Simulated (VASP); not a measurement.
# MgZn2 (C15 type) (Fd-3m) in VASP: single point with LDA

Aim: the single point of MgZn2 (C15 type) with LDA.

Program: VASP 6.6.1. These are calculated values, not measurements. Logs are shortened: lines on timing, memory, paths and dates and some standing lists are left out, and cuts for length are marked.

## (1) The cell of the first run

Symmetry: Fd-3m, No. 227, cubic system. Conventional cell: a = 7.146 Å, b = 7.146 Å, c = 7.146 Å, α = 90.00°, β = 90.00°, γ = 90.00°. Within 3.9 Å of Mg (site symmetry -43m) lie 12 Zn at 2.96 Å and 4 Mg at 3.09 Å. Within 3.3 Å of Zn (site symmetry -3m) lie 6 Zn at 2.53 Å and 6 Mg at 2.96 Å.

## (2) Single point, LDA

INCAR

```
ALGO = Normal
EDIFF = 1E-6
ENCUT = 520
ISIF = 2
ISMEAR = -1
LASPH = True
LCHARG = True
LELF = True
LREAL = False
LVHAR = True
LWAVE = False
NBANDS = 35
NELM = 60
PREC = Accurate
SIGMA = 0.05
```

KPOINTS

```
k-points
0
Gamma
  8 8 8
```

POSCAR

```
MgZn2
1.0
    0.0000000000      3.5731464351      3.5731464351
    3.5731464351      0.0000000000      3.5731464351
    3.5731464351      3.5731464351      0.0000000000
Mg Zn
2 4
Direct
    0.1250000000      0.1250000000      0.1250000000
   -0.1250000000     -0.1250000000     -0.1250000000
    0.5000000000      0.5000000000      0.5000000000
    0.5000000000      0.5000000000      0.0000000000
    0.5000000000      0.0000000000      0.5000000000
    0.0000000000      0.5000000000      0.5000000000
```

Potentials or basis: VASP PAW LDA potentials, release 64 (Mg, Zn).

Started as:

```console
$ cat potpaw_LDA.64/Mg/POTCAR potpaw_LDA.64/Zn/POTCAR > POTCAR
$ mpirun -np 1 vasp_std > vasp.out
```

OUTCAR:

```text
EDIFF = 1E-6
   ENCUT = 520
   ISIF = 2
   ISMEAR = -1
   LASPH = True
   LREAL = False
   NELM = 60
   PREC = Accurate

 ion  position               nearest neighbor table
   1  0.125  0.125  0.125-   4 2.96   5 2.96   6 2.96   3 2.96   5 2.96   6 2.96   3 2.96   4 2.96
                             6 2.96   3 2.96   4 2.96   5 2.96   2 3.09   2 3.09   2 3.09   2 3.09
   2  0.875  0.875  0.875-   3 2.96   4 2.96   5 2.96   3 2.96   4 2.96   6 2.96   3 2.96   5 2.96
                             6 2.96   4 2.96   5 2.96   6 2.96   1 3.09   1 3.09   1 3.09   1 3.09
   3  0.500  0.500  0.500-   4 2.53   5 2.53   6 2.53   4 2.53   5 2.53   6 2.53   2 2.96   1 2.96
                             2 2.96   1 2.96   2 2.96   1 2.96
   4  0.500  0.500  0.000-   3 2.53   3 2.53   5 2.53   6 2.53   5 2.53   6 2.53   1 2.96   2 2.96
                             2 2.96   1 2.96   2 2.96   1 2.96
   5  0.500  0.000  0.500-   3 2.53   4 2.53   3 2.53   4 2.53   6 2.53   6 2.53   1 2.96   1 2.96
                             2 2.96   1 2.96   2 2.96   2 2.96
   6  0.000  0.500  0.500-   3 2.53   4 2.53   5 2.53   3 2.53   4 2.53   5 2.53   1 2.96   2 2.96
                             1 2.96   2 2.96   1 2.96   2 2.96

  LATTYP: Found a face centered cubic cell.
 ALAT       =     7.1462928702

  Lattice vectors:

 A1 = (   0.0000000000,   3.5731464351,   3.5731464351)
 A2 = (   3.5731464351,   0.0000000000,   3.5731464351)
 A3 = (   3.5731464351,   3.5731464351,   0.0000000000)

Analysis of symmetry for initial positions (statically):
=====================================================================
 Subroutine PRICEL returns:
 Original cell was already a primitive cell.

 Routine SETGRP: Setting up the symmetry group for a
 face centered cubic supercell.

 Subroutine GETGRP returns: Found 48 space group operations
 (whereof 12 operations were pure point group operations)
 out of a pool of 48 trial point group operations.

The static configuration has the point symmetry D_3d.
 The point group associated with its full space group is O_h .

Analysis of symmetry for dynamics (positions and initial velocities):
=====================================================================
 Subroutine PRICEL returns:
 Original cell was already a primitive cell.

 Routine SETGRP: Setting up the symmetry group for a
 face centered cubic supercell.

 Subroutine GETGRP returns: Found 48 space group operations
 (whereof 12 operations were pure point group operations)
 out of a pool of 48 trial point group operations.

The dynamic configuration has the point symmetry D_3d.
 The point group associated with its full space group is O_h .

 Subroutine INISYM returns: Found 48 space group operations
 (whereof 12 operations are pure point group operations),
 and found     1 'primitive' translations

----------------------------------------------------------------------------------------

                                     Primitive cell

  volume of cell :      91.2394

  direct lattice vectors                    reciprocal lattice vectors
     0.000000000  3.573146435  3.573146435    -0.139932692  0.139932692  0.139932692
     3.573146435  0.000000000  3.573146435     0.139932692 -0.139932692  0.139932692
     3.573146435  3.573146435  0.000000000     0.139932692  0.139932692 -0.139932692

  length of vectors
     5.053192149  5.053192149  5.053192149     0.242370532  0.242370532  0.242370532

  position of ions in fractional coordinates (direct lattice)
     0.125000000  0.125000000  0.125000000
     0.875000000  0.875000000  0.875000000
     0.500000000  0.500000000  0.500000000
     0.500000000  0.500000000  0.000000000
     0.500000000  0.000000000  0.500000000
     0.000000000  0.500000000  0.500000000

  ion indices of the primitive-cell ions
   primitive index   ion index
                 1           1
                 2           2
                 3           3
                 4           4
                 5           5
                 6           6

----------------------------------------------------------------------------------------

 KPOINTS: k-points

Automatic generation of k-mesh.
 Grid dimensions read from file:
 generate k-points for:    8    8    8

 Generating k-lattice:

  Cartesian coordinates                     Fractional coordinates (reciprocal lattice)
    -0.017491587  0.017491587  0.017491587     0.125000000  0.000000000  0.000000000
     0.017491587 -0.017491587  0.017491587     0.000000000  0.125000000  0.000000000
     0.017491587  0.017491587 -0.017491587     0.000000000  0.000000000  0.125000000

  Length of vectors
     0.030296317  0.030296317  0.030296317

  Shift w.r.t. Gamma in fractional coordinates (k-lattice)
     0.000000000  0.000000000  0.000000000

 Subroutine IBZKPT returns following result:
 ===========================================

 Found     29 irreducible k-points:

 Following reciprocal coordinates:
            Coordinates               Weight
  0.000000  0.000000  0.000000      1.000000
  0.125000  0.000000  0.000000      8.000000
  0.250000  0.000000  0.000000      8.000000
  0.375000  0.000000  0.000000      8.000000
  0.500000  0.000000  0.000000      4.000000
  0.125000  0.125000  0.000000      6.000000
[... 16 lines left out ...]
  0.500000  0.250000  0.125000     48.000000
 -0.375000  0.250000  0.125000     24.000000
 [... further k-points ...]
   k-points           NKPTS =     29   k-points in BZ     NKDIM =     29   number of bands    NBANDS=     35
   number of dos      NEDOS =    301   number of ions     NIONS =      6
   total plane-waves  NPLWV =  64000
   dimension x,y,z NGX =    40 NGY =   40 NGZ =   40
   dimension x,y,z NGXF=    80 NGYF=   80 NGZF=   80
   ions per type =               2   4
   NGX,Y,Z   is equivalent  to a cutoff of  13.16, 13.16, 13.16 a.u.
   NGXF,Y,Z  is equivalent  to a cutoff of  26.32, 26.32, 26.32 a.u.
 SYSTEM =  unknown system
   PREC   = accura    normal or accurate (medium, high low for compatibility)
   ISTART =      0    job   : 0-new  1-cont  2-samecut
   ICHARG =      2    charge: 1-file 2-atom 10-const
   ISPIN  =      1    spin polarized calculation?
   LNONCOLLINEAR =      F non collinear calculations
   LSORBIT =      F    spin-orbit coupling
   LASPH  =      T    aspherical Exc in radial PAW
   ENCUT  =  520.0 eV  38.22 Ry    6.18 a.u.   9.40  9.40  9.40*2*pi/ulx,y,z
   NELM   =     60;   NELMIN=  2; NELMDL= -5     # of ELM steps
   EDIFF  = 0.1E-05   stopping-criterion for ELM
   LREAL  =      F    real-space projection
   EDIFFG = 0.1E-04   stopping-criterion for IOM
   NSW    =      0    number of steps for IOM
   IBRION =     -1    ionic relax: 0-MD 1-quasi-New 2-CG
   NFREE  =      0    steps in history (QN), initial steepest desc. (CG)
   ISIF   =      2    stress and relaxation
   ISYM   =      2    0-nonsym 1-usesym 2-fastsym
   POTIM  = 0.5000    time-step for ionic-motion
   TEBEG  =    0.0;   TEEND  =   0.0 temperature during run
   PSTRESS=    0.0 pullay stress
   NELECT =      52.0000    total number of electrons
   NUPDOWN=      -1.0000    fix difference up-down
   EMIN   =  10.00;   EMAX   =-10.00  energy-range for DOS
   EFERMI =   0.00;   METHOD = LEGACY
   ISMEAR =    -1;   SIGMA  =   0.05  broadening in eV -4-tet -1-fermi 0-gaus
   EFERMI_NEDOS =   21; number of points for ismear=-14 and -15
   IALGO  =     38    algorithm
   IMIX   =      4    mixing-type and parameters
     AMIX     =   0.40;   BMIX     =  1.00
     AMIX_MAG =   1.60;   BMIX_MAG =  1.00
  volume/ion in A,a.u.               =      15.21       102.62
  Fermi-wavevector in a.u.,A,eV,Ry     =   1.357319  2.564960 25.066201  1.842314
  Thomas-Fermi vector in A             =   2.484247
   LORBIT       =      0    0 simple, 1 ext, 2 COOP (PROOUT), +10 PAW based schemes
   GGA     = CA    functional components
   LHFCALC =     F    Hartree Fock is set to
   AEXX    =    0.0000 exact exchange contribution
   IVDW    =     0    specifies the selected vdW correction
   LEPSILON=     F    determine dielectric tensor
   LRPA    =     F    only Hartree local field effects (RPA)
 non-spin polarized calculation
  energy-cutoff  :      520.00
  volume of cell :       91.24
 maximum number of plane-waves:      2481
 NGX is ok and might be reduce to    40
   NGX = 19   NGY = 19   NGZ = 19

 number of electron      52.0000038 magnetization

 Free energy of the ion-electron system (eV)
  ---------------------------------------------------
  ext. energy  EPLUGINS =         0.00000000
  ---------------------------------------------------
  free energy    TOTEN  =       -12.37459842 eV

  energy without entropy =      -12.36927489  energy(sigma->0) =      -12.37193666

 E-fermi :   3.7445     XC(G=0): -11.2425

 val. band max:        3.5881901101   @ k =   0.5000   0.2500   0.0000
 cond. band min:       3.7519515948   @ k =   0.0000   0.0000   0.0000
 fundamental gap:      0.1637614848
 Fermi energy:         3.7444920010

 k-point     1 :       0.0000    0.0000    0.0000
  band No.  band energies     occupation
      1      -6.7953      2.00000
      2      -5.2312      2.00000
      3      -5.0127      2.00000
      4      -5.0127      2.00000
      5      -5.0127      2.00000
      6      -4.7349      2.00000
[... 27 lines left out ...]
     34       7.1765      0.00000
     35       8.3542      0.00000

 k-point     2 :       0.1250    0.0000    0.0000
  band No.  band energies     occupation
      1      -6.6755      2.00000
      2      -5.1776      2.00000
      3      -5.0020      2.00000
      4      -4.9809      2.00000
      5      -4.9809      2.00000
      6      -4.7178      2.00000
[... 27 lines left out ...]
     34       7.9641      0.00000
     35       9.2582      0.00000

 k-point     3 :       0.2500    0.0000    0.0000
  band No.  band energies     occupation
      1      -6.3462      2.00000
      2      -5.0160      2.00000
      3      -4.9648      2.00000
      4      -4.9047      2.00000
      5      -4.9047      2.00000
      6      -4.6606      2.00000
[... 27 lines left out ...]
     34       9.5773      0.00000
     35      10.8150      0.00000

 k-point     4 :       0.3750    0.0000    0.0000
  band No.  band energies     occupation
      1      -5.9447      2.00000
      2      -4.8850      2.00000
      3      -4.8408      2.00000
      4      -4.8408      2.00000
      5      -4.7828      2.00000
      6      -4.5371      2.00000
[... 27 lines left out ...]
     34      10.4488      0.00000
     35      11.1129      0.00000

 k-point     5 :       0.5000    0.0000    0.0000
  band No.  band energies     occupation
      1      -5.7598      2.00000
      2      -4.8209      2.00000
      3      -4.8209      2.00000
      4      -4.8114      2.00000
      5      -4.7054      2.00000
      6      -4.4088      2.00000
[... 638 lines left out ...]
 k-point    22 :       0.3750    0.2500    0.1250
  band No.  band energies     occupation
      1      -6.0679      2.00000
      2      -4.9506      2.00000
      3      -4.8631      2.00000
      4      -4.8435      2.00000
      5      -4.8075      2.00000
      6      -4.6728      2.00000
[... 27 lines left out ...]
     34      10.1155      0.00000
     35      10.4325      0.00000

 k-point    23 :       0.5000    0.2500    0.1250
  band No.  band energies     occupation
      1      -5.6993      2.00000
      2      -4.8889      2.00000
      3      -4.7922      2.00000
      4      -4.7250      2.00000
      5      -4.6334      2.00000
      6      -4.5915      2.00000
[... 27 lines left out ...]
     34      10.6948      0.00000
     35      11.3496      0.00000

 k-point    24 :      -0.3750    0.2500    0.1250
  band No.  band energies     occupation
      1      -5.5257      2.00000
      2      -4.8115      2.00000
      3      -4.7701      2.00000
      4      -4.7007      2.00000
      5      -4.5890      2.00000
      6      -4.5633      2.00000
[... 27 lines left out ...]
     34      11.5907      0.00000
     35      11.7217      0.00000

 [... further k-points ...]
[... 5 lines left out ...]
  --------------------------------------------------------------------------------------
  -------------------------------------------------------------------------------------
  Total        0.0681010      0.0681010      0.0681010      0.0000000     -0.0000000     -0.0000000
  in kB        1.1958641      1.1958641      1.1958641      0.0000000     -0.0000000     -0.0000000
  external PRESSURE =       1.1958641 kB  Pullay stress =       0.0000000 kB

 VOLUME and BASIS-vectors are now :
 -----------------------------------------------------------------------------
  energy-cutoff  :      520.00
  volume of cell :       91.24
      direct lattice vectors                 reciprocal lattice vectors
     0.000000000  3.573146435  3.573146435    -0.139932692  0.139932692  0.139932692
     3.573146435  0.000000000  3.573146435     0.139932692 -0.139932692  0.139932692
     3.573146435  3.573146435  0.000000000     0.139932692  0.139932692 -0.139932692

 POSITION                                       TOTAL-FORCE (eV/Angst)
 -----------------------------------------------------------------------------------
      0.89329      0.89329      0.89329         0.000000      0.000000      0.000000
      6.25301      6.25301      6.25301        -0.000000     -0.000000     -0.000000
      3.57315      3.57315      3.57315         0.000000     -0.000000      0.000000
      1.78657      1.78657      3.57315         0.000000     -0.000000      0.000000
      1.78657      3.57315      1.78657         0.000000     -0.000000      0.000000
      3.57315      1.78657      1.78657         0.000000     -0.000000      0.000000
 -----------------------------------------------------------------------------------
    total drift:                               -0.000000     -0.000000     -0.000000

  FREE ENERGIE OF THE ION-ELECTRON SYSTEM (eV)
  ---------------------------------------------------
  free  energy   TOTEN  =       -12.3745984247 eV

  energy  without entropy=      -12.3692748886  energy(sigma->0) =      -12.37193666
```

Wall time 89 s (1 thread of Intel Xeon Platinum 8259CL at 2.50GHz (Skylake/Cascade Lake), shared host); peak memory 0.24 GiB.

Results:

```yaml
Free_energy: -12.3746 eV
Pressure: 0.1 GPa
Band_gap_on_the_k_mesh: zero (band 26 reaches 4.50 eV, above the bottom of band 27 at 2.28 eV)
```

Levels at points of the mesh, in eV from the Fermi level:
```csv
k point,band 23,band 24,band 25,band 26,band 27,band 28,band 29,band 30
"(0.00, 0.00, 0.00)",-1.64,-1.64,-1.64,0.01,0.01,0.01,1.04,1.04
"(0.50, 0.00, 0.00)",-2.80,-1.59,-1.59,-1.46,-1.46,1.02,3.74,3.74
"(0.50, 0.50, 0.00)",-3.66,-3.66,-3.19,-3.19,4.60,4.60,5.21,5.21
```
